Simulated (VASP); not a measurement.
Write the native input for VASP 6.6.1 that does the following.

| Property | Result |
| --- | --- |
| Task | relaxation of cell and atoms |
| Functional | PBEsol |
| Dispersion | D3(BJ) |
| Potentials or basis | VASP PAW PBE potentials, release 64 (Nb_sv, Te) |
| Cutoff | 600 eV |
| k mesh | 9 × 9 × 4 |
| Occupations | fermi-dirac, width 0.1 eV |
| Spin | no spin polarisation |
| Dipole correction | no |
| Further INCAR settings | ALGO = Normal; EDIFF = 1e-07; IBRION = 2; EDIFFG = -0.005; NSW = 80; ISIF = 3 |

The structure of NbTe2 lies in POSCAR:

```
NbTe2
1.0
    3.7204640000      0.0000000000      0.0000000000
   -1.8602320000      3.2220160000      0.0000000000
    0.0000000000      0.0000000000      7.1482660000
Nb Te
1 2
Direct
    0.0000000000      0.0000000000      0.0000000000
    0.6666666667      0.3333333333      0.7456320000
    0.3333333333      0.6666666667      0.2543680000
```

One way to write it, as run:

INCAR

```
SYSTEM = NbTe2
PREC = Accurate ; ENCUT = 600
EDIFF = 1E-7 ; ISMEAR = -1
SIGMA = 0.1 ; LREAL = .FALSE.
LASPH = .TRUE. ; NELM = 100
ALGO = Normal ; ISIF = 3
LWAVE = .FALSE. ; LCHARG = .FALSE.
GGA = PS ; IVDW = 12
IBRION = 2 ; NSW = 80
EDIFFG = -0.005
```

KPOINTS

```
regular mesh
0
G
  9 9 4
  0 0 0
```

Potentials or basis: VASP PAW PBE potentials, release 64 (Nb_sv, Te).

Command:

```bash
$ cat potpaw_PBE.64/Nb_sv/POTCAR potpaw_PBE.64/Te/POTCAR > POTCAR
$ mpirun -np 1 vasp_std > vasp.out
```

Results of the run:

```
Relaxed volume                         : 23.59 Å³/atom
Relaxed cell                           : a = 3.571 Å, b = 3.571 Å, c = 6.407 Å, α = 90.00°, β = 90.00°, γ = 120.00°
Space group after relaxing (to 0.05 Å) : P-3m1 (No. 164)
Energy gained by relaxing              : 112.4 meV/atom
Ionic steps                            : 19
Pressure after relaxing                : 0.0 GPa
Dispersion energy per atom             : -0.582 eV
```

Caveat: the volume moved by over 15 % at a fixed basis, so the end points are rough; the PAW data sets were made with another functional, which shifts forces and pressure a little.

Run time: 12 min on 1 thread of AMD EPYC 9R45 96-Core Processor (Zen 5), on a shared host, peak memory 0.26 GiB.
